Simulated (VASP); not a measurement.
# Ge: single point with PBEsol

The system is Ge, a slab with vacuum.

```
Ge
1.0
     4.01328    0.00000    0.00000
     0.00000    5.67563    0.00000
     0.00000    0.00000   18.00660
Ge
4
Direct
  0.00000 0.37179 0.44746
  0.50000 0.12821 0.44746
  0.50000 0.87179 0.55254
  0.00000 0.62821 0.55254
```

| Quantity | Value |
| --- | --- |
| Program | VASP 6.6.1 |
| Task | single point |
| Functional | PBEsol |
| Potentials or basis | VASP PAW PBE potentials, release 64 (Ge_d) |
| Cutoff | 520 eV |
| k mesh | 7 × 5 × 1 |
| Occupations | fermi-dirac, width 0.02 eV |
| Spin | no spin polarisation |

```json
{"Largest force": "0.007 eV/Å", "Band gap on the k mesh": "0.26 eV (least direct gap 0.56 eV)"}
```

Forces in eV/Å, atoms in the order of the input:
```
Ge   0.000 -0.007 -0.003
Ge   0.000  0.007 -0.003
Ge   0.000 -0.007  0.003
Ge   0.000  0.007  0.003
```

Levels at points of the mesh, in eV from the valence-band top:
```
           k point  band 24  band 25  band 26  band 27  band 28  band 29  band 30  band 31  band 32  band 33
(0.00, 0.00, 0.00)    -2.36    -2.27    -1.73    -1.71     0.00     1.47     1.93     2.71     2.72     3.86
```

It took 6.2 min on 1 thread of AMD EPYC 7R13, on a shared host, peak memory 0.46 GiB.

Caveat: the PAW data sets were made with another functional, which shifts forces and pressure a little.
